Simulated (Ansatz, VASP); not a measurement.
One calculation of MgS, two programs

```xyz
2
Lattice="0.0000 2.6149 2.6149 2.6149 0.0000 2.6149 2.6149 2.6149 0.0000" Properties=species:S:1:pos:R:3 pbc="T T T"
Mg    0.0000    0.0000    0.0000
S     2.6149    2.6149    2.6149
```

Alike in both runs: functional PBE; k mesh 8 × 8 × 8; occupations gaussian, width 0.02 eV; no spin polarisation.

Ansatz relaxed the structure, and its values are those at the end. VASP's run is a single point on that final structure, the one shown.

```csv
,VASP,Ansatz
version,VASP 6.6.1,Ansatz 0.2.0
potentials or method,"VASP PAW PBE potentials, release 64 (Mg, S), cutoff 520 eV","scalar-relativistic, plane waves, PAW"
valence electrons in the cell,8,16
```

VASP gave:

* gap on the k mesh at the Fermi level (eV): 2.74
* least direct gap on the mesh (eV): 3.59
* pressure (GPa): -0.3

Problem. Estimate Ansatz's values.

Solution. gap on the k mesh at the Fermi level (eV): 2.76; least direct gap on the mesh (eV): 3.60; pressure (GPa): 0.0.

VASP's potentials hold 8 valence electrons a cell and Ansatz's 16, so a difference there can come from the potentials and not from the codes.
